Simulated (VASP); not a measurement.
Set up this calculation in VASP 6.6.1, as the native input.

```
Task                   : relaxation of cell and atoms
Functional             : PBEsol
Potentials or basis    : VASP PAW PBE potentials, release 64 (Sc_sv, Cd)
Cutoff                 : 600 eV
k mesh                 : 12 × 12 × 12
Occupations            : gaussian, width 0.1 eV
Spin                   : no spin polarisation
Dipole correction      : no
Further INCAR settings : ALGO = Normal; EDIFF = 1e-06; IBRION = 2; EDIFFG = -0.005; NSW = 100; ISIF = 3
```

The structure of ScCd lies in POSCAR:

```
ScCd
1.0
    3.5262555900      0.0000000000      0.0000000000
    0.0000000000      3.5262555900      0.0000000000
    0.0000000000      0.0000000000      3.5262555900
Sc Cd
1 1
Direct
    0.5000000000      0.5000000000      0.5000000000
    0.0000000000      0.0000000000      0.0000000000
```

The input as run:

INCAR

```
  ALGO = Normal
  EDIFF = 1E-6
  EDIFFG = -0.005
  ENCUT = 600
  GGA = PS
  IBRION = 2
  ISIF = 3
  ISMEAR = 0
  LASPH = True
  LCHARG = False
  LREAL = False
  LWAVE = False
  NELM = 100
  NSW = 100
  PREC = Accurate
  SIGMA = 0.1
```

KPOINTS

```
k-points
0
Gamma
  12 12 12
```

Potentials or basis: VASP PAW PBE potentials, release 64 (Sc_sv, Cd).

The run is started by

```sh
$ cat potpaw_PBE.64/Sc_sv/POTCAR potpaw_PBE.64/Cd/POTCAR > POTCAR
$ mpirun -np 1 vasp_std > vasp.out
```

Results of the run:

The relaxed volume is 21.21 Å³/atom, the relaxed cell is a = 3.488 Å, b = 3.488 Å, c = 3.488 Å, α = 90.00°, β = 90.00°, γ = 90.00° and the space group after relaxing (to 0.05 Å) is Pm-3m (No. 221). The energy gained by relaxing is 5.4 meV/atom and the ionic steps are 3. The pressure after relaxing is 0.0 GPa.

Caveat: the PAW data sets were made with another functional, which shifts forces and pressure a little.

Wall time 100 s on 1 thread of Intel(R) Xeon(R) Platinum 8124M CPU @ 3.00GHz (Skylake/Cascade Lake), with other jobs on the host, peak memory 0.22 GiB.
